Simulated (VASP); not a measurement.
Write the native input for VASP 6.6.1 that does the following.

- Task: single point
- Functional: PBE
- Potentials or basis: VASP PAW PBE potentials, release 64 (Zn, S)
- Cutoff: 520 eV
- k mesh: 12 × 12 × 12
- Occupations: gaussian, width 0.1 eV
- Spin: no spin polarisation
- Dipole correction: no
- Further INCAR settings: ALGO = Normal; EDIFF = 1e-06; NBANDS = 23

The structure of ZnS3 lies in POSCAR:

```
ZnS3
1.0
    4.0551373704      0.0000000000      0.0000000000
    0.0000000000      4.0551373704      0.0000000000
    0.0000000000      0.0000000000      4.0551373704
Zn S
1 3
Direct
    0.0000000000      0.0000000000      0.0000000000
    0.0000000000      0.5000000000      0.5000000000
    0.5000000000      0.0000000000      0.5000000000
    0.5000000000      0.5000000000      0.0000000000
```

The input as run:

INCAR

```
ALGO = Normal
EDIFF = 1E-6
ENCUT = 520
GGA = PE
ISIF = 2
ISMEAR = 0
LASPH = T
LCHARG = F
LREAL = F
LWAVE = F
NBANDS = 23
NELM = 80
PREC = Accurate
SIGMA = 0.1
```

KPOINTS

```
k-points
0
Gamma
  12 12 12
```

Potentials or basis: VASP PAW PBE potentials, release 64 (Zn, S).

Command:

```sh
$ cat potpaw_PBE.64/Zn/POTCAR potpaw_PBE.64/S/POTCAR > POTCAR
$ mpirun -np 1 vasp_std > vasp.out
```

It gave:

The pressure is 0.0 GPa and the band gap on the k mesh is zero (band 15 reaches 7.38 eV, above the bottom of band 16 at 5.39 eV).

Wall time 37 s on 1 thread of Intel(R) Xeon(R) 6975P-C (Granite Rapids), on a shared host, peak memory 0.24 GiB.
